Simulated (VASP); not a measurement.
A run of VASP 6.6.1:

Contents of INCAR:

```
PREC = Accurate
ENCUT = 520
EDIFF = 1E-6
ISMEAR = -1
SIGMA = 0.05
LREAL = F
LASPH = T
NELM = 80
ALGO = Normal
ISIF = 2
LWAVE = F
LCHARG = F
GGA = B5
ALDAX = 1.0
AGGAX = 1.0
AGGAC = 1.0
ALDAC = 0.0
NBANDS = 16
```

The input KPOINTS:

```
Automatic mesh
0
Gamma
  8 8 8
```

Contents of POSCAR:

```
CdSe
1.0
    0.0000000000      2.9365671131      2.9365671131
    2.9365671131      0.0000000000      2.9365671131
    2.9365671131      2.9365671131      0.0000000000
Cd Se
1 1
Direct
    0.0000000000      0.0000000000      0.0000000000
    0.5000000000      0.5000000000      0.5000000000
```

Potentials or basis: VASP PAW PBE potentials, release 64 (Cd, Se).

Command:

```sh
$ cat potpaw_PBE.64/Cd/POTCAR potpaw_PBE.64/Se/POTCAR > POTCAR
$ mpirun -np 1 vasp_std > vasp.out
```

Hardware: 1 thread of AMD EPYC 7R13, on a shared host.

How long does it take, and how much memory?

Wall time 70 s on 1 thread of AMD EPYC 7R13 (shared host), peak memory 0.15 GiB. Counts: scf iterations 12, k points 29.
